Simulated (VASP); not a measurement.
# Te (P3_121) in VASP: relaxation of shape and atoms at fixed volume with PBE

Aim: the relaxation of shape and atoms at fixed volume of Te with PBE.

Everything below comes from runs of VASP 6.6.1. Logs are shortened: lines on timing, memory, paths and dates and some standing lists are left out, and cuts for length are marked.

## Step 1: The cell of the first run

Symmetry: P3_121, No. 152, trigonal system. Conventional cell: a = 4.544 Å, b = 4.544 Å, c = 5.893 Å, α = 90.00°, β = 90.00°, γ = 120.00°. Te (site symmetry 2) has 6 Te at 2.88 to 3.51 Å within 3.8 Å.

## Step 2: Relaxation of shape and atoms at fixed volume, PBE, non-collinear spin, zero start, spin-orbit coupling

INCAR

```
SYSTEM = Te
PREC     = Accurate       ! precision mode
ENCUT    = 500            ! plane-wave cutoff, eV
EDIFF    = 1E-7           ! SCF threshold, eV
ISMEAR   = 0              ! smearing method
SIGMA    = 0.05           ! smearing width, eV
LREAL    = .False.        ! projectors in reciprocal space
LASPH    = .True.         ! aspherical terms in the spheres
NELM     = 200            ! most SCF steps
ALGO     = Normal         ! electronic algorithm
ISIF     = 4              ! what is computed and relaxed
LWAVE    = .False.        ! write WAVECAR
LCHARG   = .False.        ! write CHGCAR
MAGMOM   = 0 0 0 0 0 0 0 0 0 ! initial moments
LORBIT   = 11             ! projections on sites
LSORBIT  = .True.         ! spin-orbit coupling
GGA_COMPAT= .False.      
LORBMOM  = .True.       
GGA      = PE             ! functional
IBRION   = 2              ! ionic algorithm
NSW      = 60             ! ionic steps
EDIFFG   = -0.02          ! ionic threshold
NELMIN   = 4            
KPAR     = 4
```

KPOINTS

```
Automatic mesh
0
Gamma
  10 10 8
  0 0 0
```

POSCAR

```
Te
1.0
    4.5437695503      0.0000000000      0.0000000000
   -2.2718847752      3.9350198595      0.0000000000
    0.0000000000      0.0000000000      5.8926931795
Te
3
Direct
    0.2681045764      0.0000000000      0.8333333333
    0.0000000000      0.2681045764      0.1666666667
    0.7318954236      0.7318954236      0.5000000000
```

Potentials or basis: VASP PAW PBE potentials, release 64 (Te).

Started as:

```
cat potpaw_PBE.64/Te/POTCAR > POTCAR
mpirun -np 4 vasp_ncl > vasp.out
```

OUTCAR:

```text
SYSTEM = Te
   PREC = Accurate
   ENCUT = 500
   EDIFF = 1E-7
   ISMEAR = 0
   LREAL = .False.
   LASPH = .True.
   NELM = 200
   ISIF = 4
   LORBIT = 11
   LSORBIT = .True.
   GGA = PE
   IBRION = 2
   NSW = 60
   EDIFFG = -0.02
   NELMIN = 4

 ion  position               nearest neighbor table
   1  0.268  0.000  0.833-   3 2.88   2 2.88   3 3.51   3 3.51   2 3.51   2 3.51
   2  0.000  0.268  0.167-   3 2.88   1 2.88   3 3.51   3 3.51   1 3.51   1 3.51
   3  0.732  0.732  0.500-   1 2.88   2 2.88   2 3.51   1 3.51   1 3.51   2 3.51

  LATTYP: Found a hexagonal cell.
 ALAT       =     4.5437695503
 C/A-ratio  =     1.2968732490

  Lattice vectors:

 A1 = (   4.5437695503,   0.0000000000,   0.0000000000)
 A2 = (  -2.2718847752,   3.9350198595,   0.0000000000)
 A3 = (   0.0000000000,   0.0000000000,   5.8926931795)

Analysis of symmetry for initial positions (statically):
=====================================================================
 Subroutine PRICEL returns:
 Original cell was already a primitive cell.

 Routine SETGRP: Setting up the symmetry group for a
 hexagonal supercell.

 Subroutine GETGRP returns: Found  6 space group operations
 (whereof  2 operations were pure point group operations)
 out of a pool of 24 trial point group operations.

The static configuration has the point symmetry C_2 .
 The point group associated with its full space group is D_3 .

Analysis of symmetry for dynamics (positions and initial velocities):
=====================================================================
 Subroutine PRICEL returns:
 Original cell was already a primitive cell.

 Routine SETGRP: Setting up the symmetry group for a
 hexagonal supercell.

 Subroutine GETGRP returns: Found  6 space group operations
 (whereof  2 operations were pure point group operations)
 out of a pool of 24 trial point group operations.

The dynamic configuration has the point symmetry C_2 .
 The point group associated with its full space group is D_3 .

Analysis of structural, dynamic, and magnetic symmetry:
=====================================================================
 Subroutine PRICEL returns:
 Original cell was already a primitive cell.

 Routine SETGRP: Setting up the symmetry group for a
 hexagonal supercell.

 Subroutine GETGRP returns: Found  6 space group operations
 (whereof  2 operations were pure point group operations)
 out of a pool of 24 trial point group operations.

The overall configuration has the point symmetry C_2 .
 The point group associated with its full space group is D_3 .

 Subroutine INISYM returns: Found  6 space group operations
 (whereof  2 operations are pure point group operations),
 and found     1 'primitive' translations

----------------------------------------------------------------------------------------

                                     Primitive cell

  volume of cell :     105.3603

  direct lattice vectors                    reciprocal lattice vectors
     4.543769550  0.000000000  0.000000000     0.220081584  0.127064162  0.000000000
    -2.271884775  3.935019860  0.000000000     0.000000000  0.254128324  0.000000000
     0.000000000  0.000000000  5.892693180     0.000000000  0.000000000  0.169701691

  length of vectors
     4.543769550  4.543769550  5.892693180     0.254128324  0.254128324  0.169701691

  position of ions in fractional coordinates (direct lattice)
     0.268104576  0.000000000  0.833333333
     0.000000000  0.268104576  0.166666667
     0.731895424  0.731895424  0.500000000

  ion indices of the primitive-cell ions
   primitive index   ion index
                 1           1
                 2           2
                 3           3

----------------------------------------------------------------------------------------

 KPOINTS: Automatic mesh

Automatic generation of k-mesh.
 Grid dimensions read from file:
 generate k-points for:   10   10    8

[... 113 lines left out ...]
  ---------------------------------------------------
  ext. energy  EPLUGINS =         0.00000000
  ---------------------------------------------------
  free energy    TOTEN  =        -9.77970637 eV

  energy without entropy =       -9.77970616  energy(sigma->0) =       -9.77970627

------------------------ aborting loop because EDIFF is reached ----------------------------------------

  FORCE on cell =-STRESS in cart. coord.  units (eV):
  Direction    XX          YY          ZZ          XY          YZ          ZX
  --------------------------------------------------------------------------------------
  -------------------------------------------------------------------------------------
  Total        0.1908276      0.1908276      0.6303591     -0.0000000      0.0000000     -0.0000000
  in kB        2.9018481      2.9018481      9.5856500     -0.0000000      0.0000000     -0.0000000
  external PRESSURE =       5.1297821 kB  Pullay stress =       0.0000000 kB
[... 67 lines left out ...]
 number of electron      18.0000000 magnetization       0.0000000     -0.0000000     -0.0000000

 number of electron      18.0000000 magnetization      -0.0000000      0.0000000      0.0000000

 Free energy of the ion-electron system (eV)
  ---------------------------------------------------
  ext. energy  EPLUGINS =         0.00000000
  ---------------------------------------------------
  free energy    TOTEN  =        -9.78365533 eV

  energy without entropy =       -9.78365532  energy(sigma->0) =       -9.78365532

 E-fermi :   5.6745     XC(G=0):  -8.9213

 val. band max:        5.4929972746   @ k =   0.3000   0.3000   0.5000
 cond. band min:       5.8390283298   @ k =   0.0000   0.0000   0.3750
 fundamental gap:      0.3460310552
 Fermi energy:         5.6745323135

 k-point     1 :       0.0000    0.0000    0.0000
  band No.  band energies     occupation
      1      -7.8025      1.00000
      2      -7.8025      1.00000
      3      -4.6839      1.00000
      4      -4.6839      1.00000
      5      -4.6831      1.00000
      6      -4.6831      1.00000
[... 685 lines left out ...]
     25      10.2452      0.00000
     26      10.2658      0.00000

 [... further k-points ...]

------------------------ aborting loop because EDIFF is reached ----------------------------------------

  FORCE on cell =-STRESS in cart. coord.  units (eV):
  Direction    XX          YY          ZZ          XY          YZ          ZX
  --------------------------------------------------------------------------------------
  -------------------------------------------------------------------------------------
  Total       -0.0239942     -0.0239942     -0.1051121      0.0000000      0.0000000      0.0000000
  in kB       -0.3648719     -0.3648719     -1.5984032      0.0000000      0.0000000      0.0000000
  external PRESSURE =      -0.7760490 kB  Pullay stress =       0.0000000 kB
[... 18 lines left out ...]
  FREE ENERGIE OF THE ION-ELECTRON SYSTEM (eV)
  ---------------------------------------------------
  free  energy   TOTEN  =        -9.7836553250 eV

  energy  without entropy=       -9.7836553235  energy(sigma->0) =       -9.78365532

 reached required accuracy - stopping structural energy minimisation

 orbital moment (x)

 # of ion     p       d       tot
 ----------------------------------------
  1        -0.000  -0.000  -0.000
  2         0.000   0.000   0.000
  3         0.000   0.000   0.000
 ----------------------------------------
            0.000  -0.000   0.000

 orbital moment (y)

 # of ion     p       d       tot
 ----------------------------------------
  1         0.000  -0.000  -0.000
  2        -0.000  -0.000  -0.000
  3         0.000   0.000   0.000
 ----------------------------------------
           -0.000  -0.000  -0.000

 orbital moment (z)

 # of ion     p       d       tot
 ----------------------------------------
  1         0.000   0.000   0.000
  2         0.000  -0.000  -0.000
  3        -0.000  -0.000  -0.000
 ----------------------------------------
           -0.000  -0.000  -0.000

 Spin-Orbit-Coupling matrix elements

 Ion:    1  E_soc:     -0.2381732
 l=   1
     0.0000000    -0.0412553    -0.0401511
    -0.0412553     0.0000000    -0.0373937
    -0.0401511    -0.0373937     0.0000000
 l=   2
     0.0000000    -0.0000225     0.0000000    -0.0000184    -0.0000388
    -0.0000225     0.0000000    -0.0000369    -0.0000472    -0.0000204
     0.0000000    -0.0000369     0.0000000    -0.0000907     0.0000000
    -0.0000184    -0.0000472    -0.0000907     0.0000000    -0.0000114
    -0.0000388    -0.0000204     0.0000000    -0.0000114     0.0000000
 l=   3
     0.0000000     0.0000000     0.0000000     0.0000000     0.0000000     0.0000000     0.0000000
     0.0000000     0.0000000     0.0000000     0.0000000     0.0000000     0.0000000     0.0000000
     0.0000000     0.0000000     0.0000000     0.0000000     0.0000000     0.0000000     0.0000000
     0.0000000     0.0000000     0.0000000     0.0000000     0.0000000     0.0000000     0.0000000
[... 29 lines left out ...]
 l=   2
     0.0000000    -0.0000160     0.0000000    -0.0000181    -0.0000388
    -0.0000160     0.0000000    -0.0000773    -0.0000472    -0.0000171
     0.0000000    -0.0000773     0.0000000    -0.0000504     0.0000000
    -0.0000181    -0.0000472    -0.0000504     0.0000000    -0.0000216
    -0.0000388    -0.0000171     0.0000000    -0.0000216     0.0000000
 l=   3
     0.0000000     0.0000000     0.0000000     0.0000000     0.0000000     0.0000000     0.0000000
     0.0000000     0.0000000     0.0000000     0.0000000     0.0000000     0.0000000     0.0000000
     0.0000000     0.0000000     0.0000000     0.0000000     0.0000000     0.0000000     0.0000000
     0.0000000     0.0000000     0.0000000     0.0000000     0.0000000     0.0000000     0.0000000
     0.0000000     0.0000000     0.0000000     0.0000000     0.0000000     0.0000000     0.0000000
     0.0000000     0.0000000     0.0000000     0.0000000     0.0000000     0.0000000     0.0000000
     0.0000000     0.0000000     0.0000000     0.0000000     0.0000000     0.0000000     0.0000000

 total charge

# of ion       s       p       d       tot
------------------------------------------
    1        1.433   1.805   0.038   3.276
    2        1.433   1.805   0.038   3.276
    3        1.433   1.805   0.038   3.276
--------------------------------------------------
tot          4.298   5.414   0.115   9.827

 magnetization (x)

# of ion       s       p       d       tot
------------------------------------------
    1       -0.000  -0.000   0.000  -0.000
    2        0.000   0.000  -0.000   0.000
    3        0.000   0.000  -0.000   0.000
--------------------------------------------------
tot          0.000  -0.000  -0.000  -0.000

 magnetization (y)

# of ion       s       p       d       tot
------------------------------------------
    1       -0.000   0.000  -0.000  -0.000
    2       -0.000  -0.000   0.000  -0.000
    3        0.000   0.000  -0.000   0.000
--------------------------------------------------
tot         -0.000   0.000  -0.000  -0.000

 magnetization (z)

# of ion       s       p       d       tot
------------------------------------------
    1        0.000  -0.000   0.000  -0.000
    2        0.000   0.000   0.000   0.000
    3        0.000   0.000   0.000   0.000
--------------------------------------------------
tot          0.000  -0.000   0.000  -0.000
```

Wall time 5 min (4 MPI ranks of AMD EPYC 9R45 (Zen 5), shared host); peak memory 0.84 GiB.

What came out:

- Free energy: -9.7837 eV
- Energy gained by relaxing: 1.3 meV/atom
- Ionic steps: 3
- Pressure after relaxing: -0.1 GPa
- Largest force after relaxing: 0.019 eV/Å
- Net moment: 0.00 μB per cell
- Valence electrons inside the program's atomic spheres: Te 3.28

Forces in eV/Å, atoms in the order of the input:
```
Te  -0.019  0.000  0.000
Te   0.009 -0.016  0.000
Te   0.009  0.016  0.000
```

Stress tensor (GPa, compression positive):
```
-0.04  0.00  0.00
 0.00 -0.04  0.00
 0.00  0.00 -0.16
```

Step by step:
```
step  energy change (eV)  largest force (eV/Å)  pressure (GPa)  volume (Å³)
   1              0.0000                0.0547            0.51       105.36
   2             -0.0021                0.0353            0.36       105.36
   3             -0.0039                0.0188           -0.08       105.36
```

Final structure:
```
Te
1.0
     4.50135    0.00000    0.00000
    -2.25067    3.89828    0.00000
     0.00000    0.00000    6.00429
Te
3
Cartesian
  1.2173 0.0000 5.0036
  -0.6087 1.0542 1.0007
  1.6420 2.8441 3.0021
```

Moments on the atoms (μB; x, y, z):
```
Te  0.00 0.00 0.00
Te  0.00 0.00 0.00
Te  0.00 0.00 0.00
```
